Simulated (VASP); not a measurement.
Here is a VASP 6.6.1 calculation.

Contents of INCAR:

```
PREC = Accurate
ENCUT = 520
EDIFF = 1E-6
ISMEAR = 0
SIGMA = 0.15
LREAL = F
LASPH = T
NELM = 100
ALGO = Normal
ISIF = 2
LWAVE = F
LCHARG = F
GGA = CA
NBANDS = 14
```

Contents of KPOINTS:

```
regular mesh
0
Gamma
  16 16 16
```

POSCAR

```
HfN
1.0
    0.0000000000      2.5161925500      2.5161925500
    2.5161925500      0.0000000000      2.5161925500
    2.5161925500      2.5161925500      0.0000000000
Hf N
1 1
Direct
    0.0000000000      0.0000000000      0.0000000000
    0.7500000000      0.7500000000      0.7500000000
```

Potentials or basis: VASP PAW LDA potentials, release 64 (Hf_pv, N).

The run is started by

```bash
$ cat potpaw_LDA.64/Hf_pv/POTCAR potpaw_LDA.64/N/POTCAR > POTCAR
$ mpirun -np 1 vasp_std > vasp.out
```

(1) Predict the pressure.

(2) What does it give for the band gap on the k mesh?

## Answers

(1) -21.1 GPa.

(2) zero (an odd number of electrons rules out a gap without spin polarisation).

Caveat: the cell differs from its parent crystal (strain +0.025 along x and y, +0.025 along z); the cell stands under tension; spin-orbit coupling is left out, which moves the levels of the heavy elements.
